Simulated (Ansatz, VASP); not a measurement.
## One calculation of SiC, two programs

File INCAR:

```
  ALGO = Normal
  EDIFF = 1E-6
  ENCUT = 600
  GGA = PE
  GGA_COMPAT = False
  ISIF = 2
  ISMEAR = 0
  IVDW = 12
  LASPH = True
  LCHARG = False
  LREAL = False
  LWAVE = False
  NBANDS = 11
  NELM = 120
  PREC = Accurate
  SIGMA = 0.1
```

Contents of KPOINTS:

```
k-points
0
Gamma
  6 6 6
```

The input POSCAR:

```
SiC
1.0
    0.0000000000      2.1769967100      2.1769967100
    2.1769967100      0.0000000000      2.1769967100
    2.1769967100      2.1769967100      0.0000000000
Si C
1 1
Direct
    0.2500000000      0.2500000000      0.2500000000
    0.0000000000      0.0000000000      0.0000000000
```

Input for Ansatz:

```yaml
crystal:
  lattice:
    - [0.0, 2.17699671, 2.17699671]
    - [2.17699671, 0.0, 2.17699671]
    - [2.17699671, 2.17699671, 0.0]
  atoms:
    - { symbol: Si, position: [0.25, 0.25, 0.25] }
    - { symbol: C, position: [0.0, 0.0, 0.0] }
basis:
  ecutwfc: 420
kpoints:
  mp_grid: { grid: [6, 6, 6] }
hamiltonian:
  xc: pbe
  dispersion: d3bj
scf:
  occupations: { method: gaussian, width: 0.1 }
  lower_state_search: "off"
output:
  forces: true
  stress: true
  eigenvalues: true
```

Alike in both runs: task single point; functional PBE; dispersion D3(BJ); k mesh 6 × 6 × 6; occupations gaussian, width 0.1 eV; no spin polarisation.

|  | VASP | Ansatz |
| --- | --- | --- |
| version | VASP 6.6.1 | Ansatz 0.2.0 |
| potentials or method | VASP PAW PBE potentials, release 64 (Si, C), cutoff 600 eV | scalar-relativistic, plane waves, PAW |
| valence electrons in the cell | 8 | 8 |

|  | VASP | Ansatz | Ansatz less VASP |
| --- | --- | --- | --- |
| gap on the k mesh at the Fermi level (eV) | 1.35 | 1.35 | +0.002 |
| least direct gap on the mesh (eV) | 4.54 | 4.54 | +0.003 |
| pressure (GPa) | -1.0 | -0.8 | +0.19 |
